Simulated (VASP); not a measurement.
# Au: single point with PBE

Crystal: Au.

```
Au
1.0
     2.93834    0.00000    0.00000
    -1.46917    2.54468    0.00000
     0.00000    0.00000    4.96370
Au
2
Direct
  0.33333 0.66667 0.75000
  0.66667 0.33333 0.25000
```

This isn't the form of Au at room conditions, which is fcc.

| Item | Value |
| --- | --- |
| Program | VASP 6.6.1 |
| Task | single point |
| Functional | PBE |
| Potentials or basis | VASP PAW PBE potentials, release 64 (Au) |
| Cutoff | 520 eV |
| k mesh | 18 × 18 × 10 |
| Occupations | gaussian, width 0.1 eV |
| Spin | no spin polarisation |

| Item | Value |
| --- | --- |
| Pressure | -3.9 GPa |
| Band gap on the k mesh | zero (bands 11 and 12 overlap by 6.39 eV) |

Levels at points of the mesh, in eV from the Fermi level:
| k point | band 8 | band 9 | band 10 | band 11 | band 12 | band 13 | band 14 | band 15 |
| --- | --- | --- | --- | --- | --- | --- | --- | --- |
| (0.00, 0.00, 0.00) | -3.24 | -3.24 | -2.08 | -2.08 | -0.75 | 2.24 | 14.67 | 15.55 |
| (0.50, 0.00, 0.00) | -1.90 | -1.80 | -1.64 | 0.41 | 1.44 | 5.52 | 6.75 | 7.01 |
| (0.00, 0.00, 0.50) | -4.17 | -2.48 | -2.48 | -2.48 | -2.48 | 9.98 | 9.98 | 14.93 |
| (0.50, 0.00, 0.50) | -2.25 | -1.71 | -1.71 | 0.68 | 0.68 | 3.58 | 3.58 | 12.78 |

Run time: 56 s on 1 thread of Intel(R) Xeon(R) 6975P-C (Granite Rapids), on a shared host, peak memory 0.25 GiB.

Caveat: the cell stands under tension; spin-orbit coupling is left out, which moves the levels of the heavy elements.
